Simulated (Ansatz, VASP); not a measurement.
## One calculation of CdP2C, two programs

File POSCAR:

```
CdP2C
1.0
    3.3048441637      0.0000000000      0.0000000000
    0.0000000000      3.3048441637      0.0000000000
    0.0000000000      0.0000000000      5.9718372581
Cd P C
1 2 1
Direct
    0.0000000000      0.0000000000      0.0000000000
    0.0000000000      0.5000000000      0.3265445761
    0.5000000000      0.0000000000      0.6734554239
    0.5000000000      0.5000000000      0.5000000000
```

Contents of INCAR.step1:

```
  PREC = Accurate
  ENCUT = 520
  EDIFF = 1E-5
  ISMEAR = -1
  SIGMA = 0.02
  LREAL = False
  LASPH = True
  NELM = 80
  ALGO = Normal
  ISIF = 2
  LWAVE = True
  LCHARG = False
  GGA = PE
  NBANDS = 21
```

INCAR.step2

```
  PREC = Accurate
  ENCUT = 520
  EDIFF = 1E-6
  ISMEAR = -1
  SIGMA = 0.02
  LREAL = False
  LASPH = True
  NELM = 80
  ALGO = Normal
  ISIF = 2
  LWAVE = False
  LCHARG = False
  GGA = PE
  LHFCALC = True
  AEXX = 0.5
  HFSCREEN = 0.1
  PRECFOCK = Normal
  ISTART = 1
  NBANDS = 21
```

File KPOINTS:

```
Automatic mesh
0
Gamma
  4 4 2
```

Input for Ansatz:

```yaml
crystal:
  lattice:
    - [3.3048441637, 0.0, 0.0]
    - [0.0, 3.3048441637, 0.0]
    - [0.0, 0.0, 5.9718372581]
  atoms:
    - { symbol: Cd, position: [0.0, 0.0, 0.0] }
    - { symbol: P, position: [0.0, 0.5, 0.3265445761] }
    - { symbol: C, position: [0.5, 0.5, 0.5] }
    - { symbol: P, position: [0.5, 0.0, 0.6734554239] }
kpoints:
  mp_grid: { grid: [4, 4, 2] }
hamiltonian:
  xc: { exchange: pbe, correlation: pbe, exx: { coeff: 0.5, omega: 0.1 } }
scf:
  occupations: { method: fermi_dirac, width: 0.02 }
  n_extra_bands: 5
output:
  forces: true
  stress: true
  eigenvalues: true
```

Alike in both runs: task single point; functional PBE-based screened hybrid; k mesh 4 × 4 × 2; occupations fermi-dirac, width 0.02 eV; no spin polarisation.

|  | VASP | Ansatz |
| --- | --- | --- |
| version | VASP 6.6.1 | Ansatz 0.2.0 |
| potentials or method | VASP PAW PBE potentials, release 64 (Cd, P, C) | plane waves |
| plane-wave cutoff (eV) | 520 | 420 |
| valence electrons in the cell | 26 | 34 |

Ansatz gave:

* pressure (GPa): -4.0
* rms of the force components (eV/Å): 0.391

Task: What did VASP give for the same quantities?

Result: Pressure (GPa): -4.7; rms of the force components (eV/Å): 0.425.

VASP's potentials were made for PBE, not for PBE-based screened hybrid. The functional is the same, so the differences come from potentials, cutoffs and numerics. VASP's potentials hold 26 valence electrons a cell and Ansatz's 34, so a difference there can come from the potentials and not from the codes. Ansatz's warnings: filled band counts differ across k points, stress exchange threshold loose, stress scf threshold loose.

The k mesh is coarse, so the values compare programs but aren't converged.
